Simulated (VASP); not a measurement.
Input of a VASP 6.6.1 run:

The input INCAR:

```
  PREC = Accurate
  ENCUT = 500
  EDIFF = 1E-6
  ISMEAR = 0
  SIGMA = 0.1
  LREAL = False
  LASPH = True
  NELM = 120
  ALGO = Normal
  ISIF = 2
  LWAVE = False
  LCHARG = True
  GGA = PS
  LELF = True
  LVHAR = True
  NBANDS = 17
  GGA_COMPAT = False
```

File KPOINTS:

```
regular mesh
0
Gamma
  6 6 6
```

POSCAR

```
PbSe
1.0
    0.0000000000      3.1422313984      3.1422313984
    3.1422313984      0.0000000000      3.1422313984
    3.1422313984      3.1422313984      0.0000000000
Pb Se
1 1
Direct
    0.0000000000      0.0000000000      0.0000000000
    0.5000000000      0.5000000000      0.5000000000
```

Potentials or basis: VASP PAW PBE potentials, release 64 (Pb_d, Se).

Command:

```console
$ cat potpaw_PBE.64/Pb_d/POTCAR potpaw_PBE.64/Se/POTCAR > POTCAR
$ mpirun -np 1 vasp_std > vasp.out
```

Predict the band gap on the k mesh.

0.44 eV.

What does it give for the pressure?

-3.9 GPa.

Caveat: the cell differs from its parent crystal (S replaced by Se, lengths x 1.036, strained); the cell stands under tension; the PAW data sets were made with another functional, which shifts forces and pressure a little; spin-orbit coupling is left out, which moves the levels of the heavy elements. A k mesh can miss the band edges.
